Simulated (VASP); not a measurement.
# Pt2Se3: relaxation of cell and atoms with PBE

The system is Pt2Se3.

```
CELL_PARAMETERS angstrom
4.28997 0.00000 0.00000
-2.14498 3.71522 0.00000
0.00000 0.00000 6.67449
ATOMIC_POSITIONS crystal
Pt 0.33333 0.66667 0.24500
Pt 0.66667 0.33333 0.75500
Se 0.00000 0.00000 0.00000
Se 0.33333 0.66667 0.64500
Se 0.66667 0.33333 0.35500
```

| Property | Result |
| --- | --- |
| Program | VASP 6.6.1 |
| Task | relaxation of cell and atoms |
| Functional | PBE |
| Potentials or basis | VASP PAW PBE potentials, release 64 (Pt, Se) |
| Cutoff | 500 eV |
| k mesh | 6 × 6 × 4 |
| Occupations | gaussian, width 0.1 eV |
| Spin | no spin polarisation |
| Dipole correction | no |
| Further INCAR settings | ALGO = Normal; EDIFF = 1e-07; IBRION = 2; EDIFFG = -0.04; NSW = 90; ISIF = 3 |

```yaml
Relaxed_volume: 21.48 Å³/atom
Relaxed_cell: a = 3.750 Å, b = 3.750 Å, c = 8.818 Å, α = 90.00°, β = 90.00°, γ = 120.00°
Space_group_after_relaxing_to_0.1_Å: P-3m1 (No. 164)
Energy_gained_by_relaxing: 228.8 meV/atom
Ionic_steps: 27
Pressure_after_relaxing: 0.1 GPa
Largest_force_after_relaxing: 0.037 eV/Å
Band_gap_on_the_k_mesh: zero (bands 19 and 20 overlap by 1.54 eV)
```

Forces on the atoms (eV/Å):
```
Pt   0.000  0.000 -0.009
Pt   0.000  0.000  0.009
Se   0.000  0.000  0.000
Se   0.000  0.000  0.037
Se   0.000  0.000 -0.037
```

Stress tensor (GPa, compression positive):
```
 0.29  0.00  0.00
 0.00  0.29  0.00
 0.00  0.00 -0.29
```

The path:
| step | energy change (eV) | largest force (eV/Å) | pressure (GPa) | volume (Å³) |
| --- | --- | --- | --- | --- |
| 1 | 0.0000 | 0.6831 | -5.35 | 106.38 |
| 2 | -0.0824 | 1.0189 | 6.28 | 95.81 |
| 3 | -0.1426 | 0.7572 | 1.07 | 99.72 |
| 4 | -0.2262 | 0.6060 | 1.02 | 99.28 |
| 5 | -0.3304 | 0.3556 | 2.43 | 98.19 |
| 6 | -0.3394 | 0.3042 | 3.43 | 97.79 |
| 7 | -0.4090 | 0.1342 | -0.44 | 101.41 |
| 8 | -0.4176 | 0.0811 | -2.38 | 103.57 |
| 9 | -0.4730 | 0.1134 | -2.68 | 104.57 |
| 10 | -0.6584 | 0.1139 | -3.25 | 107.39 |
| 11 | -0.9084 | 0.5832 | -3.67 | 112.29 |
| 12 | -1.0109 | 0.6627 | 3.29 | 107.32 |
| 13 | -1.0215 | 0.6518 | 1.55 | 108.44 |
| 14 | -1.0823 | 0.4493 | 1.08 | 109.65 |
| 15 | -1.1240 | 0.1966 | 0.49 | 111.99 |
| 16 | -1.1261 | 0.1812 | 0.55 | 111.59 |
| 17 | -1.1254 | 0.1157 | -0.97 | 112.82 |
| 18 | -1.1279 | 0.0790 | -0.16 | 112.15 |
| 19 | -1.1290 | 0.0734 | -0.15 | 111.98 |
| 20 | -1.1320 | 0.0629 | -0.12 | 111.45 |
| 21 | -1.1367 | 0.0791 | -0.04 | 110.40 |
| 22 | -1.1394 | 0.1066 | 0.16 | 108.33 |
| 23 | -1.1404 | 0.0925 | 0.10 | 108.23 |
| 24 | -1.1423 | 0.0741 | -0.06 | 107.91 |
| 25 | -1.1417 | 0.1014 | -0.35 | 107.26 |
| 26 | -1.1428 | 0.0836 | -0.17 | 107.65 |
| 27 | -1.1439 | 0.0369 | 0.10 | 107.42 |

Final structure:
```
Pt Se
1.0
     3.75043    0.00000    0.00000
    -1.87522    3.24797    0.00000
     0.00000    0.00000    8.81804
Pt Se
2 3
Direct
  0.33333 0.66667 0.19035
  0.66667 0.33333 0.80965
  0.00000 0.00000 0.00000
  0.33333 0.66667 0.67310
  0.66667 0.33333 0.32690
```

Levels at points of the mesh, in eV from the Fermi level:
```tsv
k point	band 15	band 16	band 17	band 18	band 19	band 20	band 21	band 22	band 23
(0.00, 0.00, 0.00)	-1.80	-0.94	-0.94	0.01	1.02	1.02	2.40	2.40	2.90
(0.50, 0.00, 0.00)	-2.41	-2.27	-2.22	-1.61	-0.77	0.02	1.79	1.88	2.02
(0.00, 0.00, 0.50)	-1.29	-1.23	-1.03	-1.03	1.22	1.22	2.29	2.29	3.86
(0.50, 0.00, 0.50)	-2.35	-2.33	-2.14	-2.09	-0.97	-0.24	2.25	2.31	2.66
```

Wall time 29 min on 1 thread of Intel Xeon 8259CL (shared host), peak memory 0.26 GiB.

Caveat: a cell axis changed by over 15 % at a fixed basis, so the end point is rough; spin-orbit coupling is left out, which moves the levels of the heavy elements; this functional lacks dispersion, which binds layers or chains, so the pressure and a relaxed spacing across them are unreliable.
